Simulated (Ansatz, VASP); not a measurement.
Be in VASP and in Ansatz

File INCAR:

```
SYSTEM = Be
PREC     = Accurate       ! precision mode
ENCUT    = 600            ! plane-wave cutoff, eV
EDIFF    = 1E-6           ! SCF threshold, eV
ISMEAR   = -1             ! smearing method
SIGMA    = 0.1            ! smearing width, eV
LREAL    = .False.        ! projectors in reciprocal space
LASPH    = .True.         ! aspherical terms in the spheres
NELM     = 120            ! most SCF steps
ALGO     = Normal         ! electronic algorithm
ISIF     = 2              ! what is computed and relaxed
LWAVE    = .False.        ! write WAVECAR
LCHARG   = .False.        ! write CHGCAR
GGA      = PE             ! functional
NBANDS   = 7              ! bands
GGA_COMPAT= .False.
```

File KPOINTS:

```
regular mesh
0
Gamma
  20 20 20
  0 0 0
```

POSCAR

```
Be
1.0
    1.8118515717      0.0000000000      0.0000000000
    0.0000000000      1.8118515717      0.0000000000
    0.0000000000      0.0000000000      1.8118515717
Be
1
Direct
    0.0000000000      0.0000000000      0.0000000000
```

Input for Ansatz:

```yaml
crystal:
  lattice:
    - [1.8118515717, 0.0, 0.0]
    - [0.0, 1.8118515717, 0.0]
    - [0.0, 0.0, 1.8118515717]
  atoms:
    - { symbol: Be, position: [0.0, 0.0, 0.0] }
kpoints:
  mp_grid: { grid: [20, 20, 20] }
scf:
  occupations: { method: fermi_dirac, width: 0.1 }
hamiltonian:
  xc: pbe
  pseudopotentials: { kind: paw }
output:
  forces: true
  stress: true
  eigenvalues: true
  populations: true
```

Change from the starting cell: volume scaled by 0.58, PAW files.

Alike in both runs: task single point; functional PBE; k mesh 20 × 20 × 20; occupations fermi-dirac, width 0.1 eV; no spin polarisation.

|  | VASP | Ansatz |
| --- | --- | --- |
| version | VASP 6.6.1 | Ansatz 0.2.0 |
| potentials or method | VASP PAW PBE potentials, release 64 (Be) | PAW with Ansatz's default frozen-core files, scalar-relativistic |
| plane-wave cutoff (eV) | 600 | 420 |
| valence electrons in the cell | 2 | 2 |

```tsv
	VASP	Ansatz	Ansatz less VASP
pressure (GPa)	101.2	100.7	-0.45
```

Both programs put the cell under a high pressure, so it lies far from rest at this level. With one functional, cell and mesh, what is left measures potentials, basis and numerics.

Noted on VASP's run: the cell as given lies far from equilibrium.
